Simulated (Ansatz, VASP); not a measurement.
Two plane-wave programs on Be

INCAR

```
SYSTEM = Be
PREC = Accurate ; ENCUT = 600
EDIFF = 1E-7 ; ISMEAR = 0
SIGMA = 0.2 ; LREAL = .False.
LASPH = .True. ; NELM = 60
ALGO = Fast ; ISIF = 3
LWAVE = .False. ; LCHARG = .False.
GGA = PE ; IBRION = 2
NSW = 80 ; EDIFFG = -0.025
```

KPOINTS

```
Automatic mesh
0
Gamma
  6 6 6
  0 0 0
```

Contents of POSCAR:

```
Be
1.0
    0.0490570357      3.1638415327      3.1464895158
    3.1275618563      0.0536755448      3.1418710067
    3.1829854618      3.2146466290     -0.0017480607
Be
8
Direct
   -0.0072093849     -0.0001608348      0.0184483049
    1.0091315151      0.0117159809      0.5022536146
    0.9924271712      0.4998585929     -0.0072446108
    0.9949444859      0.4963706516      0.4997156299
    0.4888423155      1.0034075003      0.0026388888
    0.5070781123     -0.0183703415      0.5063801783
    0.4977623186      0.5156209212     -0.0074702777
    0.5170234663      0.4915575294      0.4852782720
```

Input for Ansatz:

```yaml
crystal:
  lattice:
    - [0.0490570357, 3.1638415327, 3.1464895158]
    - [3.1275618563, 0.0536755448, 3.1418710067]
    - [3.1829854618, 3.214646629, -0.0017480607]
  atoms:
    - { symbol: Be, position: [-0.0072093849, -0.0001608348, 0.0184483049] }
    - { symbol: Be, position: [1.0091315151, 0.0117159809, 0.5022536146] }
    - { symbol: Be, position: [0.9924271712, 0.4998585929, -0.0072446108] }
    - { symbol: Be, position: [0.9949444859, 0.4963706516, 0.4997156299] }
    - { symbol: Be, position: [0.4888423155, 1.0034075003, 0.0026388888] }
    - { symbol: Be, position: [0.5070781123, -0.0183703415, 0.5063801783] }
    - { symbol: Be, position: [0.4977623186, 0.5156209212, -0.0074702777] }
    - { symbol: Be, position: [0.5170234663, 0.4915575294, 0.485278272] }
basis:
  ecutwfc: 420
kpoints:
  mp_grid: { grid: [6, 6, 6] }
hamiltonian:
  xc: pbe
scf:
  occupations: { method: gaussian, width: 0.2 }
  lower_state_search: "off"
output:
  forces: true
  stress: true
  eigenvalues: true
relax:
  adjacent_minimum: "off"
  f_tol: 0.025
  max_steps: 60
  cell: { stress_tol: 0.25 }
```

Change from the starting cell: cell x8, atoms moved at random (sigma 0.05 Å) and cell strained at random (1.5 %), then relaxed without symmetry.

Alike in both runs: task relaxation of cell and atoms; functional PBE; k mesh 6 × 6 × 6; occupations gaussian, width 0.2 eV; no spin polarisation.

```csv
,VASP,Ansatz
version,VASP 6.6.1,Ansatz 0.2.0
potentials or method,"VASP PAW PBE potentials, release 64 (Be), cutoff 600 eV","scalar-relativistic, plane waves, PAW"
valence electrons in the cell,16,16
```

VASP gave:

```
gap on the k mesh at the Fermi level, each at its own relaxed structure (eV) : none
relaxed volume (Å³/atom)                                                     : 7.90
relaxed cell length with the largest relative difference (Å)                 : 4.474
```

**Question.** Which values does Ansatz return?

**Answer.** gap on the k mesh at the Fermi level, each at its own relaxed structure (eV): none; relaxed volume (Å³/atom): 7.88; relaxed cell length with the largest relative difference (Å): 4.469.

A gap of «none» marks a metal or a gap that the smearing closes.
